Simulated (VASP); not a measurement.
System: PbS, a slab with vacuum.

```xyz
4
Lattice="2.9092 -2.9092 0.0000 2.9092 2.9092 0.0000 -2.0466 0.0000 21.7469" Properties=species:S:1:pos:R:3 pbc="T T T"
Pb    2.3173   -0.0590   20.2595
Pb    1.4546   -0.0590    1.4874
S    -0.5920   -0.0592   20.5681
S     4.3639   -0.0592    1.1787
```

This cell differs from its parent crystal: strain -1.9%.

Base run:

* Program: VASP 6.6.1
* Functional: r2SCAN
* Potentials or basis: VASP PAW PBE potentials, release 64 (Pb_d, S)
* Cutoff: 550 eV
* k mesh: 6 × 6 × 2
* Occupations: gaussian, width 0.01 eV
* Spin: no spin polarisation

Its results: band gap on the k mesh 1.96 eV (least direct gap 2.00 eV); largest force 0.043 eV/Å.

Question: The run is repeated on the same cell with these changes: functional from r2SCAN to PBE; cutoff from 550 eV to 500 eV; occupations from gaussian, width 0.01 eV to fermi-dirac, width 0.02 eV. What comes out?

Answer: Band gap on the k mesh 1.65 eV (least direct gap 1.67 eV); largest force 0.201 eV/Å.

Caveats: there is no dipole correction, which matters where the two faces differ; spin-orbit coupling is left out, which moves the levels of the heavy elements; the PAW data sets were made with another functional, which shifts forces and pressure a little (at least some runs).

A k mesh can miss the band edges.
